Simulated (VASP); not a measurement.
# Sc2AlAs3 (P4/mmm) in VASP: notebook

Sc2AlAs3 is run at these levels: PBE; tasks: single point, relaxation of cell and atoms.

Everything below comes from runs of VASP 6.6.1. Logs are shortened: lines on timing, memory, paths and dates and some standing lists are left out, and cuts for length are marked.

### Step 1. The cell of the first run

The structure is tetragonal, space group P4/mmm (No. 123). Conventional cell: a = 4.287 Å, b = 4.287 Å, c = 7.902 Å, α = 90.00°, β = 90.00°, γ = 90.00°. Within 3.0 Å of Sc (site symmetry 4mm) lie 5 As at 2.31 to 2.70 Å. Within 2.8 Å of Al (site symmetry 4/mmm) lie 4 As at 2.14 Å. Within 2.8 Å of As (site symmetry mmm) lie 2 Al at 2.14 Å and 4 Sc at 2.70 Å. As (site symmetry 4/mmm) has 2 Sc at 2.31 Å within 3.0 Å.

The cell was generated, and may not be a known phase.

### Step 2. Single point, PBE

Contents of INCAR:

```
PREC = Accurate
ENCUT = 520
EDIFF = 1E-6
ISMEAR = 0
SIGMA = 0.1
LREAL = F
LASPH = T
NELM = 60
ALGO = Normal
ISIF = 2
LWAVE = F
LCHARG = F
GGA = PE
NBANDS = 29
```

Contents of KPOINTS:

```
Automatic mesh
0
Gamma
  4 4 2
```

Contents of POSCAR:

```
Sc2AlAs3
1.0
    4.2869765900      0.0000000000      0.0000000000
    0.0000000000      4.2869765900      0.0000000000
    0.0000000000      0.0000000000      7.9017338000
Sc Al As
2 1 3
Direct
    0.5000000000      0.5000000000      0.2081593100
    0.5000000000      0.5000000000      0.7918406900
    0.0000000000      0.0000000000      0.0000000000
    0.5000000000      0.0000000000      0.0000000000
    0.0000000000      0.5000000000      0.0000000000
    0.5000000000      0.5000000000      0.5000000000
```

Potentials or basis: VASP PAW PBE potentials, release 64 (Sc_sv, Al, As).

Launch:

```console
$ cat potpaw_PBE.64/Sc_sv/POTCAR potpaw_PBE.64/Al/POTCAR potpaw_PBE.64/As/POTCAR > POTCAR
$ mpirun -np 1 vasp_std > vasp.out
```

OUTCAR:

```text
PREC = Accurate
   ENCUT = 520
   EDIFF = 1E-6
   ISMEAR = 0
   LREAL = F
   LASPH = T
   NELM = 60
   ISIF = 2
   GGA = PE

 ion  position               nearest neighbor table
   1  0.500  0.500  0.208-   6 2.31   5 2.70   4 2.70   4 2.70   5 2.70   2 3.29
   2  0.500  0.500  0.792-   6 2.31   5 2.70   4 2.70   4 2.70   5 2.70   1 3.29
   3  0.000  0.000  0.000-   4 2.14   5 2.14   5 2.14   4 2.14
   4  0.500  0.000  0.000-   3 2.14   3 2.14   1 2.70   1 2.70   2 2.70   2 2.70
   5  0.000  0.500  0.000-   3 2.14   3 2.14   1 2.70   2 2.70   1 2.70   2 2.70
   6  0.500  0.500  0.500-   1 2.31   2 2.31

  LATTYP: Found a simple tetragonal cell.
 ALAT       =     4.2869765900
 C/A-ratio  =     1.8431949963

  Lattice vectors:

 A1 = (   4.2869765900,   0.0000000000,   0.0000000000)
 A2 = (   0.0000000000,   4.2869765900,   0.0000000000)
 A3 = (   0.0000000000,   0.0000000000,   7.9017338000)

Analysis of symmetry for initial positions (statically):
=====================================================================
 Subroutine PRICEL returns:
 Original cell was already a primitive cell.

 Routine SETGRP: Setting up the symmetry group for a
 simple tetragonal supercell.

 Subroutine GETGRP returns: Found 16 space group operations
 (whereof 16 operations were pure point group operations)
 out of a pool of 16 trial point group operations.

The static configuration has the point symmetry D_4h.

Analysis of symmetry for dynamics (positions and initial velocities):
=====================================================================
 Subroutine PRICEL returns:
 Original cell was already a primitive cell.

 Routine SETGRP: Setting up the symmetry group for a
 simple tetragonal supercell.

 Subroutine GETGRP returns: Found 16 space group operations
 (whereof 16 operations were pure point group operations)
 out of a pool of 16 trial point group operations.

The dynamic configuration has the point symmetry D_4h.

 Subroutine INISYM returns: Found 16 space group operations
 (whereof 16 operations are pure point group operations),
 and found     1 'primitive' translations

----------------------------------------------------------------------------------------

                                     Primitive cell

  volume of cell :     145.2194

  direct lattice vectors                    reciprocal lattice vectors
     4.286976590  0.000000000  0.000000000     0.233264628  0.000000000  0.000000000
     0.000000000  4.286976590  0.000000000     0.000000000  0.233264628  0.000000000
     0.000000000  0.000000000  7.901733800     0.000000000  0.000000000  0.126554504

  length of vectors
     4.286976590  4.286976590  7.901733800     0.233264628  0.233264628  0.126554504

  position of ions in fractional coordinates (direct lattice)
     0.500000000  0.500000000  0.208159310
     0.500000000  0.500000000  0.791840690
     0.000000000  0.000000000  0.000000000
     0.500000000  0.000000000  0.000000000
     0.000000000  0.500000000  0.000000000
     0.500000000  0.500000000  0.500000000

  ion indices of the primitive-cell ions
   primitive index   ion index
                 1           1
                 2           2
                 3           3
                 4           4
                 5           5
                 6           6

----------------------------------------------------------------------------------------

 KPOINTS: Automatic mesh

Automatic generation of k-mesh.
 Grid dimensions read from file:
 generate k-points for:    4    4    2

 Generating k-lattice:

  Cartesian coordinates                     Fractional coordinates (reciprocal lattice)
     0.058316157  0.000000000  0.000000000     0.250000000  0.000000000  0.000000000
     0.000000000  0.058316157  0.000000000     0.000000000  0.250000000  0.000000000
     0.000000000  0.000000000  0.063277252     0.000000000  0.000000000  0.500000000

  Length of vectors
     0.058316157  0.058316157  0.063277252

  Shift w.r.t. Gamma in fractional coordinates (k-lattice)
     0.000000000  0.000000000  0.000000000

[... 55 lines left out ...]
      1     -45.7039      2.00000
      2     -45.6937      2.00000
      3     -24.4776      2.00000
      4     -24.4776      2.00000
      5     -24.4537      2.00000
      6     -24.4537      2.00000
[... 21 lines left out ...]
     28       6.8595      0.00000
     29       6.8595      0.00000

 k-point     7 :       0.0000    0.0000    0.5000
  band No.  band energies     occupation
      1     -45.7059      2.00000
      2     -45.6943      2.00000
      3     -24.4574      2.00000
      4     -24.4574      2.00000
      5     -24.4383      2.00000
      6     -24.4383      2.00000
[... 21 lines left out ...]
     28       6.2994      0.00000
     29       7.4352      0.00000

 k-point     8 :       0.2500    0.0000    0.5000
  band No.  band energies     occupation
      1     -45.7056      2.00000
      2     -45.6940      2.00000
      3     -24.4684      2.00000
      4     -24.4567      2.00000
      5     -24.4471      2.00000
      6     -24.4378      2.00000
[... 21 lines left out ...]
     28       6.6669      0.00000
     29       6.6957      0.00000

 k-point     9 :       0.5000    0.0000    0.5000
  band No.  band energies     occupation
      1     -45.7053      2.00000
      2     -45.6936      2.00000
      3     -24.4786      2.00000
      4     -24.4560      2.00000
      5     -24.4558      2.00000
      6     -24.4373      2.00000
[... 21 lines left out ...]
     28       6.8819      0.00000
     29       6.9891      0.00000

 k-point    10 :       0.2500    0.2500    0.5000
  band No.  band energies     occupation
      1     -45.7053      2.00000
      2     -45.6936      2.00000
      3     -24.4679      2.00000
      4     -24.4670      2.00000
      5     -24.4467      2.00000
      6     -24.4465      2.00000
[... 21 lines left out ...]
     28       6.9718      0.00000
     29       7.1590      0.00000

 k-point    11 :       0.5000    0.2500    0.5000
  band No.  band energies     occupation
      1     -45.7050      2.00000
      2     -45.6933      2.00000
      3     -24.4776      2.00000
      4     -24.4665      2.00000
      5     -24.4553      2.00000
      6     -24.4461      2.00000
[... 21 lines left out ...]
     28       7.1274      0.00000
     29       7.4422      0.00000

 k-point    12 :       0.5000    0.5000    0.5000
  band No.  band energies     occupation
      1     -45.7048      2.00000
      2     -45.6929      2.00000
      3     -24.4765      2.00000
      4     -24.4765      2.00000
      5     -24.4547      2.00000
      6     -24.4547      2.00000
[... 21 lines left out ...]
     28       7.3831      0.00000
     29       7.5923      0.00000

------------------------ aborting loop because EDIFF is reached ----------------------------------------

  FORCE on cell =-STRESS in cart. coord.  units (eV):
  Direction    XX          YY          ZZ          XY          YZ          ZX
  --------------------------------------------------------------------------------------
  -------------------------------------------------------------------------------------
  Total       23.9802174     23.9802174     15.1960891      0.0000000      0.0000000      0.0000000
  in kB      264.5690758    264.5690758    167.6554956      0.0000000      0.0000000      0.0000000
  external PRESSURE =     232.2645491 kB  Pullay stress =       0.0000000 kB

 VOLUME and BASIS-vectors are now :
 -----------------------------------------------------------------------------
  energy-cutoff  :      520.00
  volume of cell :      145.22
      direct lattice vectors                 reciprocal lattice vectors
     4.286976590  0.000000000  0.000000000     0.233264628  0.000000000  0.000000000
     0.000000000  4.286976590  0.000000000     0.000000000  0.233264628  0.000000000
     0.000000000  0.000000000  7.901733800     0.000000000  0.000000000  0.126554504

 POSITION                                       TOTAL-FORCE (eV/Angst)
 -----------------------------------------------------------------------------------
      2.14349      2.14349      1.64482         0.000000     -0.000000     -2.036027
      2.14349      2.14349      6.25691        -0.000000     -0.000000      2.036027
      0.00000      0.00000      0.00000         0.000000      0.000000      0.000000
      2.14349      0.00000      0.00000         0.000000      0.000000      0.000000
      0.00000      2.14349      0.00000         0.000000      0.000000      0.000000
      2.14349      2.14349      3.95087         0.000000      0.000000      0.000000
 -----------------------------------------------------------------------------------
    total drift:                                0.000000     -0.000000      0.000000

  FREE ENERGIE OF THE ION-ELECTRON SYSTEM (eV)
  ---------------------------------------------------
  free  energy   TOTEN  =       -27.8860180246 eV

  energy  without entropy=      -27.8819692873  energy(sigma->0) =      -27.88399366
```

It took 26 s on 1 thread of Intel Xeon 6975P-C (Granite Rapids), shared host; peak memory 0.25 GiB.

What came out:

- Free energy: -27.8860 eV
- Pressure: 23.2 GPa
- Largest force: 2.036 eV/Å
- Band gap on the k mesh: zero (bands 20 and 21 overlap by 0.88 eV)

Forces in eV/Å, atoms in the order of the input:
```
Sc   0.000  0.000 -2.036
Sc   0.000  0.000  2.036
Al   0.000  0.000  0.000
As   0.000  0.000  0.000
As   0.000  0.000  0.000
As   0.000  0.000  0.000
```

Levels at points of the mesh, in eV from the Fermi level:
| k point | band 16 | band 17 | band 18 | band 19 | band 20 | band 21 | band 22 | band 23 |
| --- | --- | --- | --- | --- | --- | --- | --- | --- |
| (0.00, 0.00, 0.00) | -1.65 | -1.18 | -0.92 | -0.92 | 0.51 | 0.51 | 0.86 | 1.20 |
| (0.50, 0.00, 0.00) | -3.74 | -2.80 | -1.98 | -1.48 | 0.16 | 1.19 | 1.27 | 1.29 |
| (0.50, 0.50, 0.00) | -1.58 | -1.58 | -1.47 | -1.36 | 0.57 | 0.65 | 1.63 | 1.73 |
| (0.00, 0.00, 0.50) | -2.19 | -0.84 | -0.56 | -0.56 | -0.31 | -0.31 | 1.14 | 1.21 |
| (0.50, 0.00, 0.50) | -3.66 | -3.17 | -1.83 | -1.27 | -0.15 | 0.81 | 1.25 | 1.42 |
| (0.50, 0.50, 0.50) | -1.51 | -1.51 | -1.41 | -1.29 | 0.57 | 0.65 | 1.37 | 1.37 |

Caveat: the k points lie up to 0.40 Å⁻¹ apart, too coarse for converged energies and pressures of a metal; forces of over 1 eV/Å act on the atoms, so gaps and moduli don't describe the material at rest.

### Step 3. Single point, PBE

This run uses another cell than the first one, of 32.54 Å³/atom.

Contents of INCAR:

```
SYSTEM = Sc2AlAs3
PREC = Accurate
ENCUT = 520
EDIFF = 1E-7
ISMEAR = 0
SIGMA = 0.1
LREAL = .False.
LASPH = .True.
NELM = 80
ALGO = Normal
ISIF = 2
LWAVE = .False.
LCHARG = .False.
GGA = PE
NBANDS = 29
```

Contents of KPOINTS:

```
Automatic mesh
0
Gamma
  4 4 2
  0 0 0
```

Contents of POSCAR:

```
Sc2AlAs3
1.0
    4.9591922922      0.0000000000      0.0000000000
    0.0000000000      4.9591922922      0.0000000000
    0.0000000000      0.0000000000      7.9383894857
Sc Al As
2 1 3
Direct
    0.5000000000      0.5000000000      0.1889793491
    0.5000000000      0.5000000000      0.8110206509
    0.0000000000      0.0000000000      0.0000000000
    0.5000000000      0.0000000000      0.0000000000
    0.0000000000      0.5000000000      0.0000000000
    0.5000000000      0.5000000000      0.5000000000
```

Potentials or basis: VASP PAW PBE potentials, release 64 (Sc_sv, Al, As).

Launch:

```console
$ cat potpaw_PBE.64/Sc_sv/POTCAR potpaw_PBE.64/Al/POTCAR potpaw_PBE.64/As/POTCAR > POTCAR
$ mpirun -np 1 vasp_std > vasp.out
```

Wall time 47 s (1 thread of Intel Xeon 6975P-C (Granite Rapids), shared host); peak memory 0.32 GiB.

Results (log left out):

```yaml
Free_energy: -31.5738 eV
Pressure: 0.2 GPa
Largest_force: 0.015 eV/Å
Band_gap_on_the_k_mesh: zero (bands 20 and 21 overlap by 0.27 eV)
```

Forces on the atoms (eV/Å):
```
Sc   0.000  0.000 -0.015
Sc   0.000  0.000  0.015
Al   0.000  0.000  0.000
As   0.000  0.000  0.000
As   0.000  0.000  0.000
As   0.000  0.000  0.000
```

Levels at points of the mesh, in eV from the Fermi level:
```tsv
k point	band 18	band 19	band 20	band 21	band 22	band 23
(0.00, 0.00, 0.00)	-1.24	-1.24	0.12	0.12	0.50	0.90
(0.50, 0.00, 0.00)	-1.34	-1.10	0.02	0.77	1.40	1.55
(0.50, 0.50, 0.00)	-0.92	-0.66	-0.29	0.00	1.12	1.58
(0.00, 0.00, 0.50)	-1.14	-1.14	-0.15	-0.15	0.87	0.91
(0.50, 0.00, 0.50)	-1.43	-0.74	-0.07	0.67	1.34	1.37
(0.50, 0.50, 0.50)	-0.61	-0.61	-0.34	0.00	0.95	0.95
```

Caveat: the k points lie up to 0.40 Å⁻¹ apart; semilocal functionals underestimate gaps, and a narrow one can read as zero.

### Step 4. Relaxation of cell and atoms, PBE

Contents of INCAR:

```
PREC = Accurate
ENCUT = 600
EDIFF = 1E-6
ISMEAR = 0
SIGMA = 0.1
LREAL = False
LASPH = True
NELM = 80
ALGO = Normal
ISIF = 3
LWAVE = False
LCHARG = False
GGA = PE
IBRION = 2
NSW = 90
EDIFFG = -0.04
```

Contents of KPOINTS:

```
Automatic mesh
0
Gamma
  4 4 2
```

Contents of POSCAR:

```
Sc2AlAs3
1.0
    4.2869765900      0.0000000000      0.0000000000
    0.0000000000      4.2869765900      0.0000000000
    0.0000000000      0.0000000000      7.9017338000
Sc Al As
2 1 3
Direct
    0.5000000000      0.5000000000      0.2081593100
    0.5000000000      0.5000000000      0.7918406900
    0.0000000000      0.0000000000      0.0000000000
    0.5000000000      0.0000000000      0.0000000000
    0.0000000000      0.5000000000      0.0000000000
    0.5000000000      0.5000000000      0.5000000000
```

Launch:

```console
$ cat potpaw_PBE.64/Sc_sv/POTCAR potpaw_PBE.64/Al/POTCAR potpaw_PBE.64/As/POTCAR > POTCAR
$ mpirun -np 1 vasp_std > vasp.out
```

It took 4.3 min on 1 thread of Intel Xeon 6975P-C (Granite Rapids), shared host; peak memory 0.31 GiB.

The run converged. Its results:

```
Free energy                           : -31.5690 eV
Relaxed volume                        : 32.72 Å³/atom
Relaxed cell                          : a = 4.967 Å, b = 4.967 Å, c = 7.956 Å, α = 90.00°, β = 90.00°, γ = 90.00°
Space group after relaxing (to 0.1 Å) : P4/mmm (No. 123)
Energy gained by relaxing             : 613.7 meV/atom
Ionic steps                           : 9
Pressure after relaxing               : 0.0 GPa
Largest force after relaxing          : 0.023 eV/Å
Band gap on the k mesh                : zero (bands 20 and 21 overlap by 0.26 eV)
```

Forces on the atoms (eV/Å):
```
Sc   0.000  0.000  0.023
Sc   0.000  0.000 -0.023
Al   0.000  0.000  0.000
As   0.000  0.000  0.000
As   0.000  0.000  0.000
As   0.000  0.000  0.000
```

Stress tensor (GPa, compression positive):
```
 0.00  0.00  0.00
 0.00  0.00  0.00
 0.00  0.00 -0.14
```

Step by step:
| step | energy change (eV) | largest force (eV/Å) | pressure (GPa) | volume (Å³) |
| --- | --- | --- | --- | --- |
| 1 | 0.0000 | 2.0369 | 23.24 | 145.22 |
| 2 | -2.7233 | 0.1779 | -5.27 | 231.91 |
| 3 | -3.2506 | 0.5772 | -0.57 | 198.53 |
| 4 | -3.2522 | 0.5390 | -1.03 | 200.76 |
| 5 | -3.6288 | 0.6855 | -0.78 | 200.44 |
| 6 | -3.6351 | 0.7267 | -0.71 | 200.33 |
| 7 | -3.6786 | 0.2403 | 0.01 | 196.28 |
| 8 | -3.6812 | 0.0827 | 0.25 | 195.06 |
| 9 | -3.6823 | 0.0230 | -0.05 | 196.31 |

Final structure:
```
Sc Al As
1.0
     4.96725    0.00000    0.00000
     0.00000    4.96725    0.00000
     0.00000    0.00000    7.95629
Sc Al As
2 1 3
Direct
  0.50000 0.50000 0.18878
  0.50000 0.50000 0.81122
  0.00000 0.00000 0.00000
  0.50000 0.00000 0.00000
  0.00000 0.50000 0.00000
  0.50000 0.50000 0.50000
```

Levels at points of the mesh, in eV from the Fermi level:
```csv
k point,band 16,band 17,band 18,band 19,band 20,band 21,band 22,band 23,band 24
"(0.00, 0.00, 0.00)",-1.61,-1.41,-1.24,-1.24,0.12,0.12,0.50,0.90,1.75
"(0.50, 0.00, 0.00)",-2.69,-2.47,-1.35,-1.09,0.02,0.76,1.39,1.54,1.65
"(0.50, 0.50, 0.00)",-1.45,-0.91,-0.91,-0.67,-0.28,0.00,1.11,1.57,1.69
"(0.00, 0.00, 0.50)",-1.62,-1.32,-1.14,-1.14,-0.15,-0.15,0.87,0.90,1.73
"(0.50, 0.00, 0.50)",-2.56,-2.56,-1.43,-0.73,-0.07,0.66,1.32,1.37,1.52
"(0.50, 0.50, 0.50)",-1.45,-0.66,-0.61,-0.61,-0.33,0.00,0.94,0.94,1.57
```

Caveat: the k points lie up to 0.39 Å⁻¹ apart in the final cell; the volume moved by over 15 % at a fixed basis, so the end points are rough; semilocal functionals underestimate gaps, and a narrow one can read as zero.

### Step 5. Single point, PBE

This run uses another cell than the first one, of 32.73 Å³/atom.

Contents of INCAR:

```
PREC = Accurate
ENCUT = 520
EDIFF = 1E-6
ISMEAR = 0
SIGMA = 0.1
LREAL = F
LASPH = T
NELM = 60
ALGO = Normal
ISIF = 2
LWAVE = F
LCHARG = F
GGA = PE
NBANDS = 29
```

Contents of KPOINTS:

```
Automatic mesh
0
Gamma
  8 8 6
```

Contents of POSCAR:

```
Sc2AlAs3
1.0
    4.9831714776      0.0000000000      0.0000000000
    0.0000000000      4.9831714776      0.0000000000
    0.0000000000      0.0000000000      7.9076254081
Sc Al As
2 1 3
Direct
    0.5000000000      0.5000000000      0.1878176892
    0.5000000000      0.5000000000      0.8121823108
    0.0000000000      0.0000000000      0.0000000000
    0.5000000000      0.0000000000      0.0000000000
    0.0000000000      0.5000000000      0.0000000000
    0.5000000000      0.5000000000      0.5000000000
```

Launch:

```console
$ cat potpaw_PBE.64/Sc_sv/POTCAR potpaw_PBE.64/Al/POTCAR potpaw_PBE.64/As/POTCAR > POTCAR
$ mpirun -np 1 vasp_std > vasp.out
```

It took 3.7 min on 1 thread of Intel Xeon 6975P-C (Granite Rapids), shared host; peak memory 0.51 GiB.

The run converged. Its results:

- Free energy: -31.6045 eV
- Pressure: 0.1 GPa
- Largest force: 0.011 eV/Å
- Band gap on the k mesh: zero (bands 20 and 21 overlap by 0.34 eV)

Forces on the atoms (eV/Å):
```
Sc   0.000  0.000 -0.011
Sc   0.000  0.000  0.011
Al   0.000  0.000  0.000
As   0.000  0.000  0.000
As   0.000  0.000  0.000
As   0.000  0.000  0.000
```

Levels at points of the mesh, in eV from the Fermi level:
```tsv
k point	band 17	band 18	band 19	band 20	band 21	band 22	band 23	band 24
(0.00, 0.00, 0.00)	-1.35	-1.17	-1.17	0.16	0.16	0.55	0.95	1.82
(0.50, 0.00, 0.00)	-2.33	-1.28	-1.03	0.06	0.79	1.48	1.61	1.75
(0.50, 0.50, 0.00)	-0.86	-0.86	-0.64	-0.16	0.12	1.13	1.63	1.64
(0.00, 0.00, 0.50)	-1.25	-1.06	-1.06	-0.11	-0.11	0.96	0.96	1.81
(0.50, 0.00, 0.50)	-2.43	-1.39	-0.65	-0.03	0.70	1.40	1.45	1.59
(0.50, 0.50, 0.50)	-0.63	-0.53	-0.53	-0.21	0.12	0.97	0.97	1.61
```

Caveat: semilocal functionals underestimate gaps, and a narrow one can read as zero.

### Step 6. Overview

```tsv
task	cell	k mesh	cutoff (eV)	gap on the mesh (eV)	pressure (GPa)	largest force (eV/Å)
single point	a = 4.287, b = 4.287, c = 7.902 Å, 6 atoms, atomic positions A	4 × 4 × 2	520	none	23.2	2.04
single point	a = 4.959, b = 4.959, c = 7.938 Å, 6 atoms, atomic positions B	4 × 4 × 2	520	none	0.2	0.01
relaxation of cell and atoms	relaxed from a = 4.287, b = 4.287, c = 7.902 Å, 6 atoms, atomic positions A	4 × 4 × 2	600	none	0.0	0.02
single point	a = 4.983, b = 4.983, c = 7.908 Å, 6 atoms, atomic positions C	8 × 8 × 6	520	none	0.1	0.01
```

Alike in all rows: level PBE; potentials or basis VASP PAW PBE potentials, release 64 (Sc_sv, Al, As); no spin polarisation; smearing gaussian 0.1 eV.

Caveats: some runs use coarse meshes; semilocal functionals underestimate gaps, and a narrow one can read as zero (at least some runs); forces of over 1 eV/Å act on the atoms, so gaps and moduli don't describe the material at rest (at least some runs); the volume moved by over 15 % at a fixed basis, so the end points are rough (at least some runs).

Total energies depend on the potentials used, so only differences within one code and one set of settings carry meaning.
